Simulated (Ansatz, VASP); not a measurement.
# CdTe: VASP beside Ansatz

```
Cd Te
1.0
     0.00000    2.96558    2.96558
     2.96558    0.00000    2.96558
     2.96558    2.96558    0.00000
Cd Te
1 1
Direct
  0.00000 0.00000 0.00000
  0.50000 0.50000 0.50000
```

Alike in both runs: functional LDA; k mesh 13 × 13 × 13; occupations fermi-dirac, width 0.05 eV; no spin polarisation.

Ansatz relaxed the structure, and its values are those at the end. VASP's run is a single point on that final structure, the one shown.

|  | VASP | Ansatz |
| --- | --- | --- |
| version | VASP 6.6.1 | Ansatz 0.2.0 |
| potentials or method | VASP PAW LDA potentials, release 64 (Cd, Te) | PAW with Ansatz's default frozen-core files, scalar-relativistic |
| plane-wave cutoff (eV) | 520 | 420 |
| valence electrons in the cell | 18 | 36 |

```tsv
	VASP	Ansatz	Ansatz less VASP
pressure (GPa)	0.4	0.0	-0.40
```

LDA's correlation is that of Perdew and Zunger in VASP and of Perdew and Wang (1992) in Ansatz. VASP's potentials hold 18 valence electrons a cell and Ansatz's 36, so a difference there can come from the potentials and not from the codes.

Neither program's run includes spin-orbit coupling.
